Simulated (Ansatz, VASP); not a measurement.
# One calculation of Ge, two programs

```
Ge
1.0
    -0.04954    2.84407    2.84407
     2.84407   -0.04954    2.84407
     2.84407    2.84407   -0.04954
Ge
2
Direct
  0.99892 0.99892 0.99892
  0.25108 0.25108 0.25108
```

Change from the starting cell: epitaxial_111 strain +2.0%.

Alike in both runs: task single point; functional r2SCAN; k mesh 8 × 8 × 8; occupations fermi-dirac, width 0.02 eV; no spin polarisation.

|  | VASP | Ansatz |
| --- | --- | --- |
| version | VASP 6.6.1 | Ansatz 0.2.0 |
| potentials or method | VASP PAW PBE potentials, release 64 (Ge_d) | plane waves, PAW |
| plane-wave cutoff (eV) | 520 | 500 |
| valence electrons in the cell | 28 | 28 |

```csv
,VASP,Ansatz,Ansatz less VASP
pressure (GPa),-2.1,-2.1,-0.05
"traceless stress, the component that is largest in VASP (GPa)",1.03,1.04,+0.006
rms of the force components (eV/Å),0.008,0.004,-0.0044
```

VASP's potentials were made for PBE, not for r2SCAN. Atom by atom the forces differ by 0.004 eV/Å (rms over components). With one functional, cell and mesh, what is left measures potentials, basis and numerics.
